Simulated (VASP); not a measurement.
Set up this calculation in VASP 6.6.1, as the native input.

* Task: single point
* Functional: PBE
* Potentials or basis: VASP PAW PBE potentials, release 64 (B, N)
* Cutoff: 520 eV
* k mesh: 12 × 12 × 12
* Occupations: gaussian, width 0.05 eV
* Spin: no spin polarisation
* Dipole correction: no
* Further INCAR settings: ALGO = Normal; EDIFF = 1e-07; NBANDS = 11

The structure of BN lies in POSCAR:

```
BN
1.0
    0.0000000000      1.8401960150      1.7586109700
    1.8401960150      0.0000000000      1.7586109700
    1.8401960150      1.8401960150      0.0000000000
B N
1 1
Direct
    0.0000000000      0.0000000000      0.0000000000
    0.7500000000      0.7500000000      0.7500000000
```

This cell differs from its parent crystal: strain +0.015 along x and y, -0.030 along z.

One way to write it, as run:

INCAR

```
  ALGO = Normal
  EDIFF = 1E-7
  ENCUT = 520
  GGA = PE
  ISIF = 2
  ISMEAR = 0
  LASPH = True
  LCHARG = False
  LREAL = False
  LWAVE = False
  NBANDS = 11
  NELM = 60
  PREC = Accurate
  SIGMA = 0.05
```

KPOINTS

```
k-points
0
Gamma
  12 12 12
```

Potentials or basis: VASP PAW PBE potentials, release 64 (B, N).

The run is started by

```console
$ cat potpaw_PBE.64/B/POTCAR potpaw_PBE.64/N/POTCAR > POTCAR
$ mpirun -np 1 vasp_std > vasp.out
```

It gave:

- Pressure: 0.0 GPa
- Band gap on the k mesh: 3.68 eV, indirect (least direct gap 8.31 eV)

Caveat: the cell differs from its parent crystal (strain +0.015 along x and y, -0.030 along z).

Run time: 11 s on 1 thread of Intel(R) Xeon(R) 6975P-C (Granite Rapids) (shared host), peak memory 0.13 GiB.
